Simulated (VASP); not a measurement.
Here is a VASP 6.6.1 calculation.

The input INCAR:

```
SYSTEM = GaN
ALGO = Normal ; EDIFF = 1E-8
ENCUT = 520 ; GGA = PE
IBRION = 8 ; ISIF = 2
ISMEAR = 0 ; LASPH = .True.
LCHARG = .False. ; LREAL = .False.
LWAVE = .False. ; NELM = 80
NSW = 1 ; PREC = Accurate
SIGMA = 0.05
```

The input KPOINTS:

```
k-points
0
Gamma
  12 12 6
  0 0 0
```

Contents of POSCAR:

```
GaN
1.0
    3.2184289034      0.0000000000      0.0000000000
   -1.6092144517      2.7872411906      0.0000000000
    0.0000000000      0.0000000000      5.2430303759
Ga N
2 2
Direct
    0.3333333333      0.6666666667      0.9991316853
    0.6666666667      0.3333333333      0.4991316853
    0.3333333333      0.6666666667      0.3758683147
    0.6666666667      0.3333333333      0.8758683147
```

Potentials or basis: VASP PAW PBE potentials, release 64 (Ga_d, N).

Command:

```bash
$ cat potpaw_PBE.64/Ga_d/POTCAR potpaw_PBE.64/N/POTCAR > POTCAR
$ mpirun -np 1 vasp_std > vasp.out
```

Problem. Estimate the highest phonon frequency at Γ, LO-TO splitting left out.

Solution. 655 cm⁻¹.

Phonon frequencies in cm⁻¹ (negative: imaginary):
```csv
q point,frequencies
"(0.000, 0.000, 0.000)",-1 -1 0 135 135 320 498 521 521 529 529 655
```
